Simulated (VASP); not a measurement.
# Sb (R-3m) in VASP: further runs, part 2 of 2

VASP 6.6.1. The steps go on from the part before.

**3. Single point, BLYP**

Contents of INCAR:

```
  AGGAC = 1.0
  AGGAX = 1.0
  ALDAC = 0.0
  ALDAX = 1.0
  ALGO = Normal
  EDIFF = 1E-6
  ENCUT = 520
  GGA = B5
  ISIF = 2
  ISMEAR = -1
  LASPH = T
  LCHARG = F
  LREAL = F
  LWAVE = F
  NBANDS = 12
  NELM = 60
  PREC = Accurate
  SIGMA = 0.1
```

Contents of KPOINTS:

```
k-points
0
Gamma
  5 5 5
```

Contents of POSCAR:

```
Sb
1.0
    2.1283567848      1.2288073626      8.5155473417
   -2.1283567848      1.2288073626      8.5155473417
    0.0000000000     -2.4576147252      8.5155473418
Sb
2
Direct
    0.1982491947      0.1982491947      0.1982491947
    0.8017508053      0.8017508053      0.8017508053
```

Potentials or basis: VASP PAW PBE potentials, release 64 (Sb).

Launch:

```sh
$ cat potpaw_PBE.64/Sb/POTCAR > POTCAR
$ mpirun -np 1 vasp_std > vasp.out
```

OUTCAR:

```text
EDIFF = 1E-6
   ENCUT = 520
   GGA = B5
   ISIF = 2
   ISMEAR = -1
   LASPH = T
   LREAL = F
   NELM = 60
   PREC = Accurate

 ion  position               nearest neighbor table
   1  0.198  0.198  0.198-   2 2.94   2 2.94   2 2.94
   2  0.802  0.802  0.802-   1 2.94   1 2.94   1 2.94

  LATTYP: Found a trigonal (rhomboedric) cell.
 ALAT       =     8.8630929515
 COS(alpha) =     0.8846684172

  Lattice vectors:

 A1 = (   2.1283567848,   1.2288073626,   8.5155473417)
 A2 = (  -2.1283567848,   1.2288073626,   8.5155473417)
 A3 = (   0.0000000000,  -2.4576147252,   8.5155473418)

Analysis of symmetry for initial positions (statically):
=====================================================================
 Subroutine PRICEL returns:
 Original cell was already a primitive cell.

 Routine SETGRP: Setting up the symmetry group for a
 trigonal (rhombohedral) supercell.

 Subroutine GETGRP returns: Found 12 space group operations
 (whereof 12 operations were pure point group operations)
 out of a pool of 12 trial point group operations.

The static configuration has the point symmetry D_3d.

Analysis of symmetry for dynamics (positions and initial velocities):
=====================================================================
 Subroutine PRICEL returns:
 Original cell was already a primitive cell.

 Routine SETGRP: Setting up the symmetry group for a
 trigonal (rhombohedral) supercell.

 Subroutine GETGRP returns: Found 12 space group operations
 (whereof 12 operations were pure point group operations)
 out of a pool of 12 trial point group operations.

The dynamic configuration has the point symmetry D_3d.

 Subroutine INISYM returns: Found 12 space group operations
 (whereof 12 operations are pure point group operations),
 and found     1 'primitive' translations

----------------------------------------------------------------------------------------
[... 113 lines left out ...]
   LHFCALC =     F    Hartree Fock is set to
   AEXX    =    0.0000 exact exchange contribution
   IVDW    =     0    specifies the selected vdW correction
   LEPSILON=     F    determine dielectric tensor
   LRPA    =     F    only Hartree local field effects (RPA)
 non-spin polarized calculation
  energy-cutoff  :      520.00
  volume of cell :      133.63
 maximum number of plane-waves:      3624
 NGX is ok and might be reduce to    70
   NGX = 33   NGY = 33   NGZ = 33

 number of electron      10.0000000 magnetization

 Free energy of the ion-electron system (eV)
  ---------------------------------------------------
  ext. energy  EPLUGINS =         0.00000000
  ---------------------------------------------------
  free energy    TOTEN  =        -6.93624625 eV

  energy without entropy =       -6.93586189  energy(sigma->0) =       -6.93605407

 E-fermi :   1.1316     XC(G=0):  -5.2747

 val. band max:        0.3969018851   @ k =   0.4000   0.4000   0.4000
 cond. band min:       1.7224648745   @ k =   0.4000   0.4000   0.4000
 fundamental gap:      1.3255629893
 Fermi energy:         1.1316072680

 k-point     1 :       0.0000    0.0000    0.0000
  band No.  band energies     occupation
      1     -10.2779      2.00000
      2      -5.5915      2.00000
      3       0.1851      1.99984
      4       0.3968      1.99871
      5       0.3968      1.99871
      6       1.8157      0.00214
      7       3.1630      0.00000
      8       3.1630      0.00000
      9       5.4558      0.00000
     10       7.1344      0.00000
     11       7.8046      0.00000
     12       8.5479      0.00000
[... 256 lines left out ...]
 k-point    19 :      -0.4000    0.4000    0.4000
  band No.  band energies     occupation
      1      -9.9040      2.00000
      2      -5.7684      2.00000
      3      -1.4192      2.00000
      4      -0.2060      2.00000
      5       0.3177      1.99942
      6       2.1200      0.00010
      7       3.6810      0.00000
      8       3.7068      0.00000
      9       5.3328      0.00000
     10       6.9002      0.00000
     11       7.8462      0.00000
     12       8.6387      0.00000

------------------------ aborting loop because EDIFF is reached ----------------------------------------

  FORCE on cell =-STRESS in cart. coord.  units (eV):
  Direction    XX          YY          ZZ          XY          YZ          ZX
  --------------------------------------------------------------------------------------
  -------------------------------------------------------------------------------------
  Total        0.2166884      0.2166884      0.1873414      0.0000000     -0.0000000      0.0000000
  in kB        2.5980900      2.5980900      2.2462194      0.0000000     -0.0000000      0.0000000
  external PRESSURE =       2.4807998 kB  Pullay stress =       0.0000000 kB

 VOLUME and BASIS-vectors are now :
 -----------------------------------------------------------------------------
  energy-cutoff  :      520.00
  volume of cell :      133.63
      direct lattice vectors                 reciprocal lattice vectors
     2.128356785  1.228807363  8.515547342     0.234923018  0.135632868  0.039144088
    -2.128356785  1.228807363  8.515547342    -0.234923018  0.135632868  0.039144088
     0.000000000 -2.457614725  8.515547342     0.000000000 -0.271265736  0.039144088

 POSITION                                       TOTAL-FORCE (eV/Angst)
 -----------------------------------------------------------------------------------
      0.00000      0.00000      5.06460         0.000000      0.000000      0.101840
      0.00000      0.00000     20.48204         0.000000     -0.000000     -0.101840
 -----------------------------------------------------------------------------------
    total drift:                               -0.000000      0.000000     -0.000000

  FREE ENERGIE OF THE ION-ELECTRON SYSTEM (eV)
  ---------------------------------------------------
  free  energy   TOTEN  =        -6.9362462510 eV

  energy  without entropy=       -6.9358618908  energy(sigma->0) =       -6.93605407
```

Wall time 3.2 min (1 thread of AMD EPYC 9R45 (Zen 5), shared host); peak memory 0.58 GiB.

What came out:

| Quantity | Value |
| --- | --- |
| Free energy | -6.9362 eV |
| Pressure | 0.2 GPa |
| Largest force | 0.102 eV/Å |
| Band gap on the k mesh | 1.33 eV, direct |

Forces in eV/Å, atoms in the order of the input:
```
Sb   0.000  0.000  0.102
Sb   0.000  0.000 -0.102
```

Caveat: the PAW data sets were made with another functional, which shifts forces and pressure a little; spin-orbit coupling is left out, which moves the levels of the heavy elements. A k mesh can miss the band edges.

**4. Single point, BLYP**

Contents of INCAR:

```
SYSTEM = Sb
AGGAC    = 1.0          
AGGAX    = 1.0          
ALDAC    = 0.0          
ALDAX    = 1.0          
ALGO     = Normal         ! electronic algorithm
EDIFF    = 1E-6           ! SCF threshold, eV
ENCUT    = 500            ! plane-wave cutoff, eV
GGA      = B5             ! functional
GGA_COMPAT= .False.      
ISIF     = 2              ! what is computed and relaxed
ISMEAR   = -1             ! smearing method
LASPH    = .True.         ! aspherical terms in the spheres
LCHARG   = .False.        ! write CHGCAR
LREAL    = .False.        ! projectors in reciprocal space
LWAVE    = .False.        ! write WAVECAR
NBANDS   = 22             ! bands
NELM     = 120            ! most SCF steps
PREC     = Accurate       ! precision mode
SIGMA    = 0.1            ! smearing width, eV
```

Contents of KPOINTS:

```
k-points
0
Gamma
  9 9 9
  0 0 0
```

Contents of POSCAR:

```
Sb
1.0
    2.1283567806      1.2288073602      8.5155463355
   -2.1283567806      1.2288073602      8.5155463355
    0.0000000000     -2.4576147204      8.5155463355
Sb
2
Direct
    0.1982491987      0.1982491987      0.1982491987
    0.8017508013      0.8017508013      0.8017508013
```

Potentials or basis: VASP PAW PBE potentials, release 64 (Sb_d_GW).

Launch:

```sh
$ cat potpaw_PBE.64/Sb_d_GW/POTCAR > POTCAR
$ mpirun -np 1 vasp_std > vasp.out
```

Run time: 13 min. Hardware: 1 thread of Intel Xeon 6975P-C (Granite Rapids), shared host; peak memory 0.79 GiB.

It converged, with:

```yaml
Free_energy: -7.0312 eV
Pressure: 0.0 GPa
Largest_force: 0.009 eV/Å
Band_gap_on_the_k_mesh: 1.34 eV, direct
```

Forces on the atoms (eV/Å):
```
Sb   0.000  0.000  0.009
Sb   0.000  0.000 -0.009
```

Levels at points of the mesh, in eV from the valence-band top:
| k point | band 12 | band 13 | band 14 | band 15 | band 16 | band 17 | band 18 | band 19 |
| --- | --- | --- | --- | --- | --- | --- | --- | --- |
| (0.00, 0.00, 0.00) | -6.06 | -0.25 | 0.00 | 0.00 | 1.45 | 2.75 | 2.75 | 5.02 |

Caveat: the PAW data sets were made with another functional, which shifts forces and pressure a little; spin-orbit coupling is left out, which moves the levels of the heavy elements.

**5. Summary**

```csv
potentials or basis,k mesh,cutoff (eV),second run,gap on the mesh (eV),pressure (GPa),largest force (eV/Å)
"VASP PAW PBE potentials, release 64 (Sb)",9 × 9 × 9,520,-,1.32,0.2,0.12
"VASP PAW PBE potentials, release 64 (Sb)",5 × 5 × 5,520,-,1.33,0.2,0.10
"VASP PAW PBE potentials, release 64 (Sb_d_GW)",9 × 9 × 9,500,valence_matched,1.34,0.0,0.01
```

Alike in all rows: task single point; level BLYP; no spin polarisation; cell a = 8.863 Å, angles 27.8°, 2 atoms; smearing fermi-dirac 0.1 eV.

Caveats: the PAW data sets were made with another functional, which shifts forces and pressure a little; spin-orbit coupling is left out, which moves the levels of the heavy elements.

Absolute energies hang on the potentials; compare differences alone.
